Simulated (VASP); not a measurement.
A run of VASP 6.6.1:

Contents of INCAR:

```
SYSTEM = KMgF3
PREC = Accurate ; ENCUT = 520
EDIFF = 1E-7 ; ISMEAR = 0
SIGMA = 0.01 ; LREAL = .False.
LASPH = .True. ; NELM = 60
ALGO = Normal ; ISIF = 2
LWAVE = .False. ; LCHARG = .False.
GGA = CA ; NBANDS = 24
```

Contents of KPOINTS:

```
regular mesh
0
Gamma
  6 6 6
  0 0 0
```

File POSCAR:

```
KMgF3
1.0
    3.9082660993      0.0000000000      0.0000000000
    0.0000000000      3.9082660993      0.0000000000
    0.0000000000      0.0000000000      3.9082660993
K Mg F
1 1 3
Direct
    0.5000000000      0.5000000000      0.5000000000
    0.0000000000      0.0000000000      0.0000000000
    0.5000000000      0.0000000000      0.0000000000
    0.0000000000      0.5000000000      0.0000000000
    0.0000000000      0.0000000000      0.5000000000
```

Potentials or basis: VASP PAW LDA potentials, release 64 (K_sv, Mg, F).

The run is started by

```bash
$ cat potpaw_LDA.64/K_sv/POTCAR potpaw_LDA.64/Mg/POTCAR potpaw_LDA.64/F/POTCAR > POTCAR
$ mpirun -np 1 vasp_std > vasp.out
```

Hardware: 1 thread of Intel(R) Xeon(R) 6975P-C (Granite Rapids) (shared host).

Estimate the wall time of this run.

It took 11 s on 1 thread of Intel(R) Xeon(R) 6975P-C (Granite Rapids) (shared host), peak memory 0.16 GiB. Counts: scf iterations 14, k points 20.
